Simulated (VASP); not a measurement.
# Al (Fm-3m) in VASP: single point with PBEsol

Aim: the single point of Al with PBEsol.

Program: VASP 6.6.1. These are calculated values, not measurements. Logs are shortened: lines on timing, memory, paths and dates and some standing lists are left out, and cuts for length are marked.

### 1 The cell of the first run

It takes space group Fm-3m (No. 225, cubic). The conventional cell has a = 4.050 Å, b = 4.050 Å, c = 4.050 Å, α = 90.00°, β = 90.00°, γ = 90.00°. Within 3.8 Å of Al (site symmetry m-3m) lie 12 Al at 2.86 Å.

### 2 Single point, PBEsol

File INCAR:

```
SYSTEM = Al
  ALGO = Normal
  EDIFF = 1E-6
  ENCUT = 500
  GGA = PS
  GGA_COMPAT = .FALSE.
  ISIF = 2
  ISMEAR = 0
  LASPH = .TRUE.
  LCHARG = .FALSE.
  LREAL = .FALSE.
  LWAVE = .FALSE.
  NBANDS = 8
  NELM = 120
  PREC = Accurate
  SIGMA = 0.1
```

File KPOINTS:

```
k-points
0
G
  18 18 18
  0 0 0
```

File POSCAR:

```
Al
1.0
    0.0000000000      2.0248050000      2.0248050000
    2.0248050000      0.0000000000      2.0248050000
    2.0248050000      2.0248050000      0.0000000000
Al
1
Direct
    0.0000000000      0.0000000000      0.0000000000
```

Potentials or basis: VASP PAW PBE potentials, release 64 (Al).

Command:

```sh
cat potpaw_PBE.64/Al/POTCAR > POTCAR
mpirun -np 1 vasp_std > vasp.out
```

OUTCAR:

```text
SYSTEM = Al
   EDIFF = 1E-6
   ENCUT = 500
   GGA = PS
   ISIF = 2
   ISMEAR = 0
   LASPH = .TRUE.
   LREAL = .FALSE.
   NELM = 120
   PREC = Accurate

 ion  position               nearest neighbor table
   1  0.000  0.000  0.000-

  LATTYP: Found a face centered cubic cell.
 ALAT       =     4.0496100000

  Lattice vectors:

 A1 = (   0.0000000000,   2.0248050000,   2.0248050000)
 A2 = (   2.0248050000,   0.0000000000,   2.0248050000)
 A3 = (   2.0248050000,   2.0248050000,   0.0000000000)

Analysis of symmetry for initial positions (statically):
=====================================================================
 Subroutine PRICEL returns:
 Original cell was already a primitive cell.

 Routine SETGRP: Setting up the symmetry group for a
 face centered cubic supercell.

 Subroutine GETGRP returns: Found 48 space group operations
 (whereof 48 operations were pure point group operations)
 out of a pool of 48 trial point group operations.

The static configuration has the point symmetry O_h .

Analysis of symmetry for dynamics (positions and initial velocities):
=====================================================================
 Subroutine PRICEL returns:
 Original cell was already a primitive cell.

 Routine SETGRP: Setting up the symmetry group for a
 face centered cubic supercell.

 Subroutine GETGRP returns: Found 48 space group operations
 (whereof 48 operations were pure point group operations)
 out of a pool of 48 trial point group operations.

The dynamic configuration has the point symmetry O_h .

 Subroutine INISYM returns: Found 48 space group operations
 (whereof 48 operations are pure point group operations),
 and found     1 'primitive' translations

----------------------------------------------------------------------------------------

                                     Primitive cell

  volume of cell :      16.6027

  direct lattice vectors                    reciprocal lattice vectors
     0.000000000  2.024805000  2.024805000    -0.246937359  0.246937359  0.246937359
     2.024805000  0.000000000  2.024805000     0.246937359 -0.246937359  0.246937359
     2.024805000  2.024805000  0.000000000     0.246937359  0.246937359 -0.246937359

  length of vectors
     2.863506692  2.863506692  2.863506692     0.427708053  0.427708053  0.427708053

  position of ions in fractional coordinates (direct lattice)
     0.000000000  0.000000000  0.000000000

  ion indices of the primitive-cell ions
   primitive index   ion index
                 1           1

----------------------------------------------------------------------------------------

 KPOINTS: k-points

Automatic generation of k-mesh.
 Grid dimensions read from file:
 generate k-points for:   18   18   18

 Generating k-lattice:

  Cartesian coordinates                     Fractional coordinates (reciprocal lattice)
    -0.013718742  0.013718742  0.013718742     0.055555556  0.000000000  0.000000000
     0.013718742 -0.013718742  0.013718742     0.000000000  0.055555556  0.000000000
     0.013718742  0.013718742 -0.013718742     0.000000000  0.000000000  0.055555556

  Length of vectors
     0.023761558  0.023761558  0.023761558

  Shift w.r.t. Gamma in fractional coordinates (k-lattice)
     0.000000000  0.000000000  0.000000000

 Subroutine IBZKPT returns following result:
 ===========================================

 Found    195 irreducible k-points:

 Following reciprocal coordinates:
            Coordinates               Weight
  0.000000  0.000000  0.000000      1.000000
  0.055556  0.000000  0.000000      8.000000
  0.111111  0.000000  0.000000      8.000000
  0.166667  0.000000  0.000000      8.000000
  0.222222  0.000000  0.000000      8.000000
  0.277778  0.000000  0.000000      8.000000
[... 16 lines left out ...]
 -0.277778  0.055556  0.000000     24.000000
 -0.222222  0.055556  0.000000     24.000000
 [... further k-points ...]
   k-points           NKPTS =    195   k-points in BZ     NKDIM =    195   number of bands    NBANDS=      8
   number of dos      NEDOS =    301   number of ions     NIONS =      1
   total plane-waves  NPLWV =  13824
   dimension x,y,z NGX =    24 NGY =   24 NGZ =   24
   dimension x,y,z NGXF=    48 NGYF=   48 NGZF=   48
   ions per type =               1
   NGX,Y,Z   is equivalent  to a cutoff of  13.93, 13.93, 13.93 a.u.
   NGXF,Y,Z  is equivalent  to a cutoff of  27.87, 27.87, 27.87 a.u.
 SYSTEM =  Al
   PREC   = accura    normal or accurate (medium, high low for compatibility)
   ISTART =      0    job   : 0-new  1-cont  2-samecut
   ICHARG =      2    charge: 1-file 2-atom 10-const
   ISPIN  =      1    spin polarized calculation?
   LNONCOLLINEAR =      F non collinear calculations
   LSORBIT =      F    spin-orbit coupling
   LASPH  =      T    aspherical Exc in radial PAW
   ENCUT  =  500.0 eV  36.75 Ry    6.06 a.u.   5.22  5.22  5.22*2*pi/ulx,y,z
   NELM   =    120;   NELMIN=  2; NELMDL= -5     # of ELM steps
   EDIFF  = 0.1E-05   stopping-criterion for ELM
   LREAL  =      F    real-space projection
   EDIFFG = 0.1E-04   stopping-criterion for IOM
   NSW    =      0    number of steps for IOM
   IBRION =     -1    ionic relax: 0-MD 1-quasi-New 2-CG
   NFREE  =      0    steps in history (QN), initial steepest desc. (CG)
   ISIF   =      2    stress and relaxation
   ISYM   =      2    0-nonsym 1-usesym 2-fastsym
   POTIM  = 0.5000    time-step for ionic-motion
   TEBEG  =    0.0;   TEEND  =   0.0 temperature during run
   PSTRESS=    0.0 pullay stress
   NELECT =       3.0000    total number of electrons
   NUPDOWN=      -1.0000    fix difference up-down
   EMIN   =  10.00;   EMAX   =-10.00  energy-range for DOS
   EFERMI =   0.00;   METHOD = LEGACY
   ISMEAR =     0;   SIGMA  =   0.10  broadening in eV -4-tet -1-fermi 0-gaus
   EFERMI_NEDOS =   21; number of points for ismear=-14 and -15
   IALGO  =     38    algorithm
   IMIX   =      4    mixing-type and parameters
     AMIX     =   0.40;   BMIX     =  1.00
     AMIX_MAG =   1.60;   BMIX_MAG =  1.00
  volume/ion in A,a.u.               =      16.60       112.04
  Fermi-wavevector in a.u.,A,eV,Ry     =   0.925526  1.748991 11.654733  0.856599
  Thomas-Fermi vector in A             =   2.051390
   LORBIT       =      0    0 simple, 1 ext, 2 COOP (PROOUT), +10 PAW based schemes
   GGA     = PS    functional components
   LHFCALC =     F    Hartree Fock is set to
   AEXX    =    0.0000 exact exchange contribution
   IVDW    =     0    specifies the selected vdW correction
   LEPSILON=     F    determine dielectric tensor
   LRPA    =     F    only Hartree local field effects (RPA)
 non-spin polarized calculation
 Gauss-broadening in eV      SIGMA  =   0.10
  energy-cutoff  :      500.00
  volume of cell :       16.60
 maximum number of plane-waves:       444
 NGX is ok and might be reduce to    24
   NGX = 11   NGY = 11   NGZ = 11

 number of electron       3.0000000 magnetization

 Free energy of the ion-electron system (eV)
  ---------------------------------------------------
  ext. energy  EPLUGINS =         0.00000000
  ---------------------------------------------------
  free energy    TOTEN  =        -4.08820049 eV

  energy without entropy =       -4.08532611  energy(sigma->0) =       -4.08676330

 E-fermi :   7.8738     XC(G=0): -10.2342

 val. band max:        7.8719069843   @ k =  -0.2778   0.2778   0.0556
 cond. band min:       7.8907405442   @ k =  -0.4444   0.3333   0.1111
 fundamental gap:      0.0188335599
 Fermi energy:         7.8737575827

 k-point     1 :       0.0000    0.0000    0.0000
  band No.  band energies     occupation
      1      -3.2015      2.00000
      2      20.4467      0.00000
      3      20.4467      0.00000
      4      20.4467      0.00000
      5      21.8911      0.00000
      6      21.8911      0.00000
      7      21.8911      0.00000
      8      24.3243      0.00000

 k-point     2 :       0.0556    0.0000    0.0000
  band No.  band energies     occupation
      1      -3.1180      2.00000
      2      18.9309      0.00000
      3      20.1298      0.00000
      4      20.1298      0.00000
      5      22.3376      0.00000
      6      22.3376      0.00000
      7      22.4807      0.00000
      8      25.1919      0.00000

 k-point     3 :       0.1111    0.0000    0.0000
  band No.  band energies     occupation
      1      -2.8677      2.00000
      2      16.7196      0.00000
      3      19.6159      0.00000
      4      19.6159      0.00000
      5      22.5572      0.00000
      6      23.2089      0.00000
      7      23.2089      0.00000
      8      25.7052      0.00000

 k-point     4 :       0.1667    0.0000    0.0000
  band No.  band energies     occupation
      1      -2.4514      2.00000
      2      14.4937      0.00000
      3      19.1706      0.00000
      4      19.1706      0.00000
      5      22.4011      0.00000
      6      23.8091      0.00000
      7      23.8091      0.00000
      8      25.0689      0.00000

 k-point     5 :       0.2222    0.0000    0.0000
  band No.  band energies     occupation
      1      -1.8708      2.00000
      2      12.3431      0.00000
      3      18.8438      0.00000
      4      18.8438      0.00000
      5      22.2340      0.00000
      6      23.0523      0.00000
      7      23.0523      0.00000
      8      25.9924      0.00000
[... 177 lines left out ...]
 k-point    22 :      -0.3333    0.0556    0.0000
  band No.  band energies     occupation
      1       0.1840      2.00000
      2       7.8309      1.45553
      3      16.9375      0.00000
      4      19.7157      0.00000
      5      19.9197      0.00000
      6      21.2736      0.00000
      7      22.8079      0.00000
      8      25.6779      0.00000

 k-point    23 :      -0.2778    0.0556    0.0000
  band No.  band energies     occupation
      1      -0.7712      2.00000
      2       9.7072      0.00000
      3      16.9549      0.00000
      4      19.8064      0.00000
      5      20.7063      0.00000
      6      22.1340      0.00000
      7      22.7586      0.00000
      8      26.4622      0.00000

 k-point    24 :      -0.2222    0.0556    0.0000
  band No.  band energies     occupation
      1      -1.5675      2.00000
      2      11.7063      0.00000
      3      17.1161      0.00000
      4      19.9508      0.00000
      5      21.6859      0.00000
      6      22.7451      0.00000
      7      23.1762      0.00000
      8      25.3659      0.00000

 [... further k-points ...]

------------------------ aborting loop because EDIFF is reached ----------------------------------------

  FORCE on cell =-STRESS in cart. coord.  units (eV):
  Direction    XX          YY          ZZ          XY          YZ          ZX
  --------------------------------------------------------------------------------------
  -------------------------------------------------------------------------------------
  Total       -0.1976311     -0.1976311     -0.1976311      0.0000000      0.0000000      0.0000000
  in kB      -19.0715607    -19.0715607    -19.0715607      0.0000000      0.0000000      0.0000000
  external PRESSURE =     -19.0715607 kB  Pullay stress =       0.0000000 kB

 VOLUME and BASIS-vectors are now :
 -----------------------------------------------------------------------------
  energy-cutoff  :      500.00
  volume of cell :       16.60
      direct lattice vectors                 reciprocal lattice vectors
     0.000000000  2.024805000  2.024805000    -0.246937359  0.246937359  0.246937359
     2.024805000  0.000000000  2.024805000     0.246937359 -0.246937359  0.246937359
     2.024805000  2.024805000  0.000000000     0.246937359  0.246937359 -0.246937359

 POSITION                                       TOTAL-FORCE (eV/Angst)
 -----------------------------------------------------------------------------------
      0.00000      0.00000      0.00000        -0.000000      0.000000      0.000000
 -----------------------------------------------------------------------------------
    total drift:                                0.000000      0.000000      0.000000

  FREE ENERGIE OF THE ION-ELECTRON SYSTEM (eV)
  ---------------------------------------------------
  free  energy   TOTEN  =        -4.0882004877 eV

  energy  without entropy=       -4.0853261147  energy(sigma->0) =       -4.08676330
```

It took 12 s on 1 thread of Intel Xeon Platinum 8488C (Sapphire Rapids), shared host; peak memory 0.14 GiB.

What came out:

| Item | Value |
| --- | --- |
| Free energy | -4.0882 eV |
| Pressure | -1.9 GPa |
| Band gap on the k mesh | zero (an odd number of electrons rules out a gap without spin polarisation) |

Levels at points of the mesh, in eV from the Fermi level:
```
           k point  band 1  band 2  band 3  band 4  band 5  band 6
(0.00, 0.00, 0.00)  -11.08   12.57   12.57   12.57   14.02   14.02
(0.50, 0.00, 0.00)   -4.56   -4.36   11.34   11.34   11.42   11.42
(0.50, 0.50, 0.00)   -2.89   -1.60    5.26    5.57    5.57    9.01
```

Caveat: the PAW data sets were made with another functional, which shifts forces and pressure a little.
